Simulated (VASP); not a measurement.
# Ga2BSb3 (P-3m1) in VASP: a series of runs

Runs on Ga2BSb3. Level: PBE. Tasks: single point, relaxation of cell and atoms.

Program: VASP 6.6.1. These are calculated values, not measurements. Logs are shortened: lines on timing, memory, paths and dates and some standing lists are left out, and cuts for length are marked.

## 1. The cell of the first run

It takes space group P-3m1 (No. 164, trigonal). Conventional cell: a = 5.831 Å, b = 5.831 Å, c = 4.805 Å, α = 90.00°, β = 90.00°, γ = 120.00°. Within 3.2 Å of Ga (site symmetry 3m) lie 3 Sb at 2.39 Å. B (site symmetry -3m) has 6 Sb at 2.92 Å and 6 Ga at 3.77 Å within 3.8 Å. Within 3.2 Å of Sb (site symmetry 2/m) lie 2 Ga at 2.39 Å and 4 Sb at 2.92 Å and 2 B at 2.92 Å.

## 2. Single point, PBE

INCAR reads:

```
PREC = Accurate
ENCUT = 520
EDIFF = 1E-6
ISMEAR = 0
SIGMA = 0.1
LREAL = False
LASPH = True
NELM = 60
ALGO = Normal
ISIF = 2
LWAVE = False
LCHARG = True
GGA = PE
LELF = True
LVHAR = True
NBANDS = 31
```

KPOINTS reads:

```
regular mesh
0
Gamma
  3 3 4
```

POSCAR reads:

```
Ga2BSb3
1.0
    5.8306751900      0.0000000000      0.0000000000
   -2.9153375900      5.0495128300      0.0000000000
    0.0000000000      0.0000000000      4.8048741600
Ga B Sb
2 1 3
Direct
    0.3333333300      0.6666666700      0.8517562800
    0.6666666700      0.3333333300      0.1482437200
    0.0000000000      0.0000000000      0.5000000000
    0.5000000000      0.0000000000      0.5000000000
    0.0000000000      0.5000000000      0.5000000000
    0.5000000000      0.5000000000      0.5000000000
```

Potentials or basis: VASP PAW PBE potentials, release 64 (Ga_d, B, Sb).

Started as:

```
$ cat potpaw_PBE.64/Ga_d/POTCAR potpaw_PBE.64/B/POTCAR potpaw_PBE.64/Sb/POTCAR > POTCAR
$ mpirun -np 1 vasp_std > vasp.out
```

OUTCAR:

```text
PREC = Accurate
   ENCUT = 520
   EDIFF = 1E-6
   ISMEAR = 0
   LREAL = False
   LASPH = True
   NELM = 60
   ISIF = 2
   GGA = PE

 ion  position               nearest neighbor table
   1  0.333  0.667  0.852-   4 2.39   5 2.39   6 2.39
   2  0.667  0.333  0.148-   4 2.39   5 2.39   6 2.39
   3  0.000  0.000  0.500-   5 2.92   5 2.92   6 2.92   6 2.92   4 2.92   4 2.92
   4  0.500  0.000  0.500-   2 2.39   1 2.39   6 2.92   6 2.92   5 2.92   5 2.92   3 2.92   3 2.92

   5  0.000  0.500  0.500-   2 2.39   1 2.39   3 2.92   3 2.92   4 2.92   4 2.92   6 2.92   6 2.92

   6  0.500  0.500  0.500-   2 2.39   1 2.39   4 2.92   4 2.92   3 2.92   3 2.92   5 2.92   5 2.92

  LATTYP: Found a hexagonal cell.
 ALAT       =     5.8306751900
 C/A-ratio  =     0.8240682260

  Lattice vectors:

 A1 = (   5.8306751900,   0.0000000000,   0.0000000000)
 A2 = (  -2.9153375900,   5.0495128300,   0.0000000000)
 A3 = (   0.0000000000,   0.0000000000,   4.8048741600)

Analysis of symmetry for initial positions (statically):
=====================================================================
 Subroutine PRICEL returns:
 Original cell was already a primitive cell.

 Routine SETGRP: Setting up the symmetry group for a
 hexagonal supercell.

 Subroutine GETGRP returns: Found 12 space group operations
 (whereof 12 operations were pure point group operations)
 out of a pool of 24 trial point group operations.

The static configuration has the point symmetry D_3d.

Analysis of symmetry for dynamics (positions and initial velocities):
=====================================================================
 Subroutine PRICEL returns:
 Original cell was already a primitive cell.

 Routine SETGRP: Setting up the symmetry group for a
 hexagonal supercell.

 Subroutine GETGRP returns: Found 12 space group operations
 (whereof 12 operations were pure point group operations)
 out of a pool of 24 trial point group operations.

The dynamic configuration has the point symmetry D_3d.

 Subroutine INISYM returns: Found 12 space group operations
 (whereof 12 operations are pure point group operations),
 and found     1 'primitive' translations

----------------------------------------------------------------------------------------

                                     Primitive cell

  volume of cell :     141.4654

  direct lattice vectors                    reciprocal lattice vectors
     5.830675190  0.000000000  0.000000000     0.171506724  0.099019453  0.000000000
    -2.915337590  5.049512830  0.000000000     0.000000000  0.198038907  0.000000000
     0.000000000  0.000000000  4.804874160     0.000000000  0.000000000  0.208121996

  length of vectors
     5.830675190  5.830675183  4.804874160     0.198038906  0.198038907  0.208121996

  position of ions in fractional coordinates (direct lattice)
     0.333333330  0.666666670  0.851756280
     0.666666670  0.333333330  0.148243720
     0.000000000  0.000000000  0.500000000
     0.500000000  0.000000000  0.500000000
     0.000000000  0.500000000  0.500000000
     0.500000000  0.500000000  0.500000000

  ion indices of the primitive-cell ions
   primitive index   ion index
                 1           1
                 2           2
                 3           3
                 4           4
                 5           5
                 6           6

----------------------------------------------------------------------------------------

 KPOINTS: regular mesh

Automatic generation of k-mesh.
 Grid dimensions read from file:
 generate k-points for:    3    3    4

 Generating k-lattice:

  Cartesian coordinates                     Fractional coordinates (reciprocal lattice)
     0.057168908  0.033006484  0.000000000     0.333333333  0.000000000  0.000000000
     0.000000000  0.066012969  0.000000000     0.000000000  0.333333333  0.000000000
     0.000000000  0.000000000  0.052030499     0.000000000  0.000000000  0.250000000

  Length of vectors
     0.066012969  0.066012969  0.052030499

  Shift w.r.t. Gamma in fractional coordinates (k-lattice)
     0.000000000  0.000000000  0.000000000

 Subroutine IBZKPT returns following result:
 ===========================================

 Found     10 irreducible k-points:

 Following reciprocal coordinates:
            Coordinates               Weight
  0.000000  0.000000  0.000000      1.000000
  0.333333 -0.000000  0.000000      6.000000
  0.333333  0.333333  0.000000      2.000000
  0.000000  0.000000  0.250000      2.000000
  0.333333 -0.000000  0.250000      6.000000
  0.000000  0.333333  0.250000      6.000000
  0.333333  0.333333  0.250000      4.000000
  0.000000  0.000000  0.500000      1.000000
  0.333333 -0.000000  0.500000      6.000000
  0.333333  0.333333  0.500000      2.000000
   k-points           NKPTS =     10   k-points in BZ     NKDIM =     10   number of bands    NBANDS=     31
   number of dos      NEDOS =    301   number of ions     NIONS =      6
   total plane-waves  NPLWV =  82944
   dimension x,y,z NGX =    48 NGY =   48 NGZ =   36
   dimension x,y,z NGXF=    96 NGYF=   96 NGZF=   72
   ions per type =               2   1   3
   NGX,Y,Z   is equivalent  to a cutoff of  13.69, 13.69, 12.46 a.u.
   NGXF,Y,Z  is equivalent  to a cutoff of  27.37, 27.37, 24.91 a.u.
 SYSTEM =  unknown system
   PREC   = accura    normal or accurate (medium, high low for compatibility)
   ISTART =      0    job   : 0-new  1-cont  2-samecut
   ICHARG =      2    charge: 1-file 2-atom 10-const
   ISPIN  =      1    spin polarized calculation?
   LNONCOLLINEAR =      F non collinear calculations
   LSORBIT =      F    spin-orbit coupling
   LASPH  =      T    aspherical Exc in radial PAW
   ENCUT  =  520.0 eV  38.22 Ry    6.18 a.u.  10.84 10.84  8.93*2*pi/ulx,y,z
   NELM   =     60;   NELMIN=  2; NELMDL= -5     # of ELM steps
   EDIFF  = 0.1E-05   stopping-criterion for ELM
   LREAL  =      F    real-space projection
   EDIFFG = 0.1E-04   stopping-criterion for IOM
   NSW    =      0    number of steps for IOM
   IBRION =     -1    ionic relax: 0-MD 1-quasi-New 2-CG
   NFREE  =      0    steps in history (QN), initial steepest desc. (CG)
   ISIF   =      2    stress and relaxation
   ISYM   =      2    0-nonsym 1-usesym 2-fastsym
   POTIM  = 0.5000    time-step for ionic-motion
   TEBEG  =    0.0;   TEEND  =   0.0 temperature during run
   PSTRESS=    0.0 pullay stress
   NELECT =      44.0000    total number of electrons
   NUPDOWN=      -1.0000    fix difference up-down
   EMIN   =  10.00;   EMAX   =-10.00  energy-range for DOS
   EFERMI =   0.00;   METHOD = LEGACY
   ISMEAR =     0;   SIGMA  =   0.10  broadening in eV -4-tet -1-fermi 0-gaus
   EFERMI_NEDOS =   21; number of points for ismear=-14 and -15
   IALGO  =     38    algorithm
   IMIX   =      4    mixing-type and parameters
     AMIX     =   0.40;   BMIX     =  1.00
     AMIX_MAG =   1.60;   BMIX_MAG =  1.00
  volume/ion in A,a.u.               =      23.58       159.11
  Fermi-wavevector in a.u.,A,eV,Ry     =   1.109198  2.096080 16.739512  1.230319
  Thomas-Fermi vector in A             =   2.245734
   LORBIT       =      0    0 simple, 1 ext, 2 COOP (PROOUT), +10 PAW based schemes
   GGA     = PE    functional components
   LHFCALC =     F    Hartree Fock is set to
   AEXX    =    0.0000 exact exchange contribution
   IVDW    =     0    specifies the selected vdW correction
   LEPSILON=     F    determine dielectric tensor
   LRPA    =     F    only Hartree local field effects (RPA)
 non-spin polarized calculation
 Gauss-broadening in eV      SIGMA  =   0.10
  energy-cutoff  :      520.00
  volume of cell :      141.47
 maximum number of plane-waves:      3837
 NGX is ok and might be reduce to    48
   NGX = 21   NGY = 21   NGZ = 17

 number of electron      43.9999990 magnetization

 Free energy of the ion-electron system (eV)
  ---------------------------------------------------
  ext. energy  EPLUGINS =         0.00000000
  ---------------------------------------------------
  free energy    TOTEN  =       -14.50275334 eV

  energy without entropy =      -14.49674400  energy(sigma->0) =      -14.49974867

 E-fermi :   6.4607     XC(G=0):  -9.6077

 val. band max:        6.2881863016   @ k =   0.3333  -0.0000   0.0000
 cond. band min:       6.5054761915   @ k =   0.3333   0.3333   0.5000
 fundamental gap:      0.2172898899
 Fermi energy:         6.4606851734

 k-point     1 :       0.0000    0.0000    0.0000
  band No.  band energies     occupation
      1      -9.0882      2.00000
      2      -9.0376      2.00000
      3      -9.0376      2.00000
      4      -9.0360      2.00000
      5      -9.0360      2.00000
      6      -9.0138      2.00000
[... 23 lines left out ...]
     30      11.6844      0.00000
     31      11.6861      0.00000

 k-point     2 :       0.3333   -0.0000    0.0000
  band No.  band energies     occupation
      1      -9.0926      2.00000
      2      -9.0654      2.00000
      3      -9.0444      2.00000
      4      -9.0314      2.00000
      5      -9.0078      2.00000
      6      -9.0009      2.00000
[... 23 lines left out ...]
     30      10.1938      0.00000
     31      11.8320      0.00000

 k-point     3 :       0.3333    0.3333    0.0000
  band No.  band energies     occupation
      1      -9.0824      2.00000
      2      -9.0824      2.00000
      3      -9.0512      2.00000
      4      -9.0283      2.00000
      5      -8.9982      2.00000
      6      -8.9982      2.00000
[... 23 lines left out ...]
     30      10.4712      0.00000
     31      10.4712      0.00000

 k-point     4 :       0.0000    0.0000    0.2500
  band No.  band energies     occupation
      1      -9.0551      2.00000
      2      -9.0551      2.00000
      3      -9.0512      2.00000
      4      -9.0278      2.00000
      5      -9.0278      2.00000
      6      -9.0016      2.00000
[... 159 lines left out ...]
     30      12.5289      0.00000
     31      13.3950      0.00000

 k-point     9 :       0.3333   -0.0000    0.5000
  band No.  band energies     occupation
      1      -9.0733      2.00000
      2      -9.0701      2.00000
      3      -9.0563      2.00000
      4      -9.0239      2.00000
      5      -8.9935      2.00000
      6      -8.9895      2.00000
[... 23 lines left out ...]
     30      11.2403      0.00000
     31      11.9746      0.00000

 k-point    10 :       0.3333    0.3333    0.5000
  band No.  band energies     occupation
      1      -9.0770      2.00000
      2      -9.0680      2.00000
      3      -9.0680      2.00000
      4      -9.0219      2.00000
      5      -8.9894      2.00000
      6      -8.9894      2.00000
[... 23 lines left out ...]
     30      10.3798      0.00000
     31      11.0551      0.00000

------------------------ aborting loop because EDIFF is reached ----------------------------------------

  FORCE on cell =-STRESS in cart. coord.  units (eV):
  Direction    XX          YY          ZZ          XY          YZ          ZX
  --------------------------------------------------------------------------------------
  -------------------------------------------------------------------------------------
  Total       17.8350527     17.8350527     25.6551773      0.0000000      0.0000000      0.0000000
  in kB      201.9922159    201.9922155    290.5596186      0.0000002      0.0000000      0.0000000
  external PRESSURE =     231.5146833 kB  Pullay stress =       0.0000000 kB

 VOLUME and BASIS-vectors are now :
 -----------------------------------------------------------------------------
  energy-cutoff  :      520.00
  volume of cell :      141.47
      direct lattice vectors                 reciprocal lattice vectors
     5.830675190  0.000000000  0.000000000     0.171506724  0.099019453  0.000000000
    -2.915337590  5.049512830  0.000000000     0.000000000  0.198038907  0.000000000
     0.000000000  0.000000000  4.804874160     0.000000000  0.000000000  0.208121996

 POSITION                                       TOTAL-FORCE (eV/Angst)
 -----------------------------------------------------------------------------------
     -0.00000      3.36634      4.09258        -0.000000      0.000000      7.000518
      2.91534      1.68317      0.71229         0.000000     -0.000000     -7.000518
      0.00000      0.00000      2.40244         0.000000      0.000000      0.000000
      2.91534      0.00000      2.40244         0.000000      0.000000      0.000000
     -1.45767      2.52476      2.40244         0.000000      0.000000      0.000000
      1.45767      2.52476      2.40244        -0.000000      0.000000      0.000000
 -----------------------------------------------------------------------------------
    total drift:                                0.000000      0.000000     -0.000000

  FREE ENERGIE OF THE ION-ELECTRON SYSTEM (eV)
  ---------------------------------------------------
  free  energy   TOTEN  =       -14.5027533415 eV

  energy  without entropy=      -14.4967439963  energy(sigma->0) =      -14.49974867
```

Wall time 24 s (1 thread of Intel Xeon 6975P-C (Granite Rapids), shared host); peak memory 0.28 GiB.

Results:

| Property | Result |
| --- | --- |
| Free energy | -14.5028 eV |
| Pressure | 23.2 GPa |
| Largest force | 7.001 eV/Å |
| Band gap on the k mesh | zero (band 22 reaches 6.91 eV, above the bottom of band 23 at 6.27 eV) |

Forces on the atoms (eV/Å):
```
Ga   0.000  0.000  7.001
Ga   0.000  0.000 -7.001
B    0.000  0.000  0.000
Sb   0.000  0.000  0.000
Sb   0.000  0.000  0.000
Sb   0.000  0.000  0.000
```

Caveat: the k points lie up to 0.41 Å⁻¹ apart; spin-orbit coupling is left out, which moves the levels of the heavy elements; forces of over 1 eV/Å act on the atoms, so gaps and moduli don't describe the material at rest.

[end of part 1 of 2]
